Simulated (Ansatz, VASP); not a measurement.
NaF: VASP beside Ansatz

```
Na F
1.0
     0.00000    2.31441    2.31441
     2.31441    0.00000    2.31441
     2.31441    2.31441    0.00000
Na F
1 1
Direct
  0.00000 0.00000 0.00000
  0.50000 0.50000 0.50000
```

Alike in both runs: functional PBEsol; k mesh 8 × 8 × 8; occupations gaussian, width 0.02 eV; no spin polarisation.

Ansatz relaxed the structure, and its values are those at the end. VASP's run is a single point on that final structure, the one shown.

|  | VASP | Ansatz |
| --- | --- | --- |
| version | VASP 6.6.1 | Ansatz 0.2.0 |
| potentials or method | VASP PAW PBE potentials, release 64 (Na_pv, F), cutoff 600 eV | scalar-relativistic, plane waves, PAW |
| valence electrons in the cell | 14 | 16 |

Ansatz gave:

| Property | Result |
| --- | --- |
| gap on the k mesh at the Fermi level (eV) | 6.20 |
| least direct gap on the mesh (eV) | 6.20 |
| pressure (GPa) | 0.0 |

Problem. Estimate VASP's values.

Solution. gap on the k mesh at the Fermi level (eV): 6.18; least direct gap on the mesh (eV): 6.18; pressure (GPa): -0.2.

VASP's potentials were made for PBE, not for PBEsol, and Ansatz warns of the same on its side. VASP's potentials hold 14 valence electrons a cell and Ansatz's 16, so a difference there can come from the potentials and not from the codes.
